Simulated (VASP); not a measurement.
Write the native input for VASP 6.6.1 that does the following.

* Task: single point
* Functional: r2SCAN
* Potentials or basis: VASP PAW PBE potentials, release 64 (Au)
* Cutoff: 520 eV
* k mesh: 22 × 22 × 22
* Occupations: fermi-dirac, width 0.1 eV
* Spin: no spin polarisation
* Dipole correction: no
* Further INCAR settings: ALGO = Normal; EDIFF = 1e-07; NBANDS = 12

Au:

```xyz
1
Lattice="0.0000 2.0615 2.0615 2.0615 0.0000 2.0615 2.0615 2.0615 0.0000" Properties=species:S:1:pos:R:3 pbc="T T T"
Au    0.0000    0.0000    0.0000
```

One way to write it, as run:

POSCAR

```
Au
1.0
    0.0000000000      2.0615246515      2.0615246515
    2.0615246515      0.0000000000      2.0615246515
    2.0615246515      2.0615246515      0.0000000000
Au
1
Direct
    0.0000000000      0.0000000000      0.0000000000
```

INCAR.step1

```
PREC = Accurate ; ENCUT = 520
ISMEAR = -1 ; SIGMA = 0.1
LREAL = False ; LASPH = True
NELM = 80 ; NBANDS = 12
GGA = PE ; ALGO = Normal
EDIFF = 1E-4 ; LWAVE = True
LCHARG = False
```

INCAR.step2

```
PREC = Accurate ; ENCUT = 520
EDIFF = 1E-7 ; ISMEAR = -1
SIGMA = 0.1 ; LREAL = False
LASPH = True ; NELM = 80
ALGO = Normal ; ISIF = 2
LWAVE = False ; LCHARG = False
METAGGA = R2SCAN ; LMIXTAU = True
NBANDS = 12 ; ISTART = 1
```

KPOINTS

```
regular mesh
0
Gamma
  22 22 22
```

Potentials or basis: VASP PAW PBE potentials, release 64 (Au).

Launch:

```sh
$ cat potpaw_PBE.64/Au/POTCAR > POTCAR
$ cp INCAR.step1 INCAR
$ mpirun -np 1 vasp_std > vasp.out
$ cp INCAR.step2 INCAR
$ mpirun -np 1 vasp_std > vasp.out
```

Results of the run:

```json
{
  "Pressure": "0.5 GPa"
}
```

Caveat: the PAW data sets were made with another functional, which shifts forces and pressure a little.

It took 2.4 min on 1 thread of Intel(R) Xeon(R) 6975P-C (Granite Rapids), on a shared host, peak memory 0.19 GiB.
